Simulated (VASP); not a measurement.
Set up this calculation in VASP 6.6.1, as the native input.

| Item | Value |
| --- | --- |
| Task | single point |
| Functional | PBEsol |
| Potentials or basis | VASP PAW PBE potentials, release 64 (Al, N) |
| Cutoff | 600 eV |
| k mesh | 10 × 10 × 10 |
| Occupations | gaussian, width 0.02 eV |
| Spin | no spin polarisation |
| Dipole correction | no |
| Further INCAR settings | ALGO = Normal; EDIFF = 1e-06; NBANDS = 11 |

The structure of AlN (sol) lies in POSCAR:

```
AlN
1.0
    0.0000000000      2.0222575085      2.0222575085
    2.0222575085      0.0000000000      2.0222575085
    2.0222575085      2.0222575085      0.0000000000
Al N
1 1
Direct
    0.5000000000      0.5000000000      0.5000000000
    0.0000000000      0.0000000000      0.0000000000
```

These files were run (other wordings do the same):

INCAR

```
  PREC = Accurate
  ENCUT = 600
  EDIFF = 1E-6
  ISMEAR = 0
  SIGMA = 0.02
  LREAL = False
  LASPH = True
  NELM = 120
  ALGO = Normal
  ISIF = 2
  LWAVE = False
  LCHARG = False
  GGA = PS
  NBANDS = 11
  GGA_COMPAT = False
```

KPOINTS

```
regular mesh
0
Gamma
  10 10 10
```

Potentials or basis: VASP PAW PBE potentials, release 64 (Al, N).

Run with:

```console
$ cat potpaw_PBE.64/Al/POTCAR potpaw_PBE.64/N/POTCAR > POTCAR
$ mpirun -np 1 vasp_std > vasp.out
```

It gave:

- Pressure: -0.1 GPa
- Band gap on the k mesh: 4.55 eV, indirect (least direct gap 5.66 eV)

Caveat: the PAW data sets were made with another functional, which shifts forces and pressure a little.

Wall time 6.3 s on 1 thread of Intel(R) Xeon(R) Platinum 8488C (Sapphire Rapids), with other jobs on the host, peak memory 0.13 GiB.
